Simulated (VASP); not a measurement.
Write the native input for VASP 6.6.1 that does the following.

```
Task                   : single point
Functional             : PBE
Potentials or basis    : VASP PAW PBE potentials, release 64 (Bi_d, H)
Cutoff                 : 520 eV
k mesh                 : 1 × 1 × 1
Occupations            : gaussian, width 0.01 eV
Spin                   : no spin polarisation
Dipole correction      : no
Further INCAR settings : ALGO = Normal; EDIFF = 1e-07; NBANDS = 19
```

The structure of BiH5 (Bi(H)5) lies in POSCAR:

```
BiH5
1.0
   11.7400000000      0.0000000000      0.0000000000
    0.0000000000     12.1600000000      0.0000000000
    0.0000000000      0.0000000000     12.7700000000
Bi H
1 5
Direct
    0.4610681400      0.5001036200      0.5001949900
    0.4610681400      0.5001036200      0.6480007800
    0.4610681400      0.5001036200      0.3523884100
    0.6165954000      0.5001036200      0.5001949900
    0.3833057900      0.6301414500      0.5001949900
    0.3833049400      0.3700657900      0.5001949900
```

These files were run (other wordings do the same):

INCAR

```
SYSTEM = BiH5
ALGO = Normal
EDIFF = 1E-7
ENCUT = 520
GGA = PE
ISIF = 2
ISMEAR = 0
LASPH = .TRUE.
LCHARG = .FALSE.
LREAL = .FALSE.
LWAVE = .FALSE.
NBANDS = 19
NELM = 60
PREC = Accurate
SIGMA = 0.01
```

KPOINTS

```
k-points
0
G
  1 1 1
  0 0 0
```

Potentials or basis: VASP PAW PBE potentials, release 64 (Bi_d, H).

Command:

```console
$ cat potpaw_PBE.64/Bi_d/POTCAR potpaw_PBE.64/H/POTCAR > POTCAR
$ mpirun -np 1 vasp_gam > vasp.out
```

Results of the run:

```json
{"Largest force": "0.116 eV/Å", "Gap between the frontier levels": "2.25 eV"}
```

Caveat: spin-orbit coupling is left out, which moves the levels of the heavy elements.

It took 100 s on 1 thread of Intel(R) Xeon(R) Platinum 8375C CPU @ 2.90GHz (Ice Lake), on a shared host, peak memory 1.2 GiB.
